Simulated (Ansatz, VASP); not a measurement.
# One calculation of SiC2, two programs

The input INCAR:

```
ALGO     = Normal         # electronic algorithm
EDIFF    = 1E-7           # SCF threshold, eV
EDIFFG   = -0.04          # ionic threshold
ENCUT    = 910            # plane-wave cutoff, eV
GGA      = PE             # functional
GGA_COMPAT= F            
IBRION   = 2              # ionic algorithm
ISIF     = 3              # what is computed and relaxed
ISMEAR   = 0              # smearing method
LASPH    = T              # aspherical terms in the spheres
LCHARG   = F              # write CHGCAR
LREAL    = F              # projectors in reciprocal space
LWAVE    = F              # write WAVECAR
NELM     = 120            # most SCF steps
NELMIN   = 4            
NSW      = 90             # ionic steps
PREC     = Accurate       # precision mode
SIGMA    = 0.1            # smearing width, eV
```

File KPOINTS:

```
k-points
0
Gamma
  6 6 4
```

The input POSCAR:

```
SiC2
1.0
    2.6798104000      0.0000000000      0.0000000000
   -1.3399052000      2.3207838900      0.0000000000
    0.0000000000      0.0000000000      6.5641681000
Si C
1 2
Direct
    0.0000000000      0.0000000000      0.0000000000
    0.3333333300      0.6666666700      0.6666666700
    0.6666666700      0.3333333300      0.3333333300
```

Input for Ansatz:

```yaml
crystal:
  lattice:
    - [2.6798104, 0.0, 0.0]
    - [-1.3399052, 2.32078389, 0.0]
    - [0.0, 0.0, 6.5641681]
  atoms:
    - { symbol: Si, position: [0.0, 0.0, 0.0] }
    - { symbol: C, position: [0.33333333, 0.66666667, 0.66666667] }
    - { symbol: C, position: [0.66666667, 0.33333333, 0.33333333] }
basis:
  ecutwfc: 420
kpoints:
  mp_grid: { grid: [6, 6, 4] }
hamiltonian:
  xc: pbe
scf:
  occupations: { method: gaussian, width: 0.1 }
  lower_state_search: "off"
output:
  forces: true
  stress: true
  eigenvalues: true
relax:
  adjacent_minimum: "off"
  f_tol: 0.04
  max_steps: 70
  cell: { stress_tol: 0.4 }
```

Alike in both runs: task relaxation of cell and atoms; functional PBE; k mesh 6 × 6 × 4; occupations gaussian, width 0.1 eV; no spin polarisation.

|  | VASP | Ansatz |
| --- | --- | --- |
| version | VASP 6.6.1 | Ansatz 0.2.0 |
| potentials or method | VASP PAW PBE potentials, release 64 (Si, C_h), cutoff 910 eV | scalar-relativistic, plane waves, PAW |
| valence electrons in the cell | 12 | 12 |

Ansatz gave:

```
relaxed volume (Å³/atom)                                     : 14.93
relaxed cell length with the largest relative difference (Å) : 8.454
```

Problem. Estimate VASP's values.

Solution. Relaxed volume (Å³/atom): 13.59; relaxed cell length with the largest relative difference (Å): 7.691.

One of these differences is far larger than is usual between the two programs; its cause wasn't traced.

The k mesh is coarse, so the values compare programs but aren't converged. Noted on VASP's run: the cutoff is short for stress, so the pressure is rough.
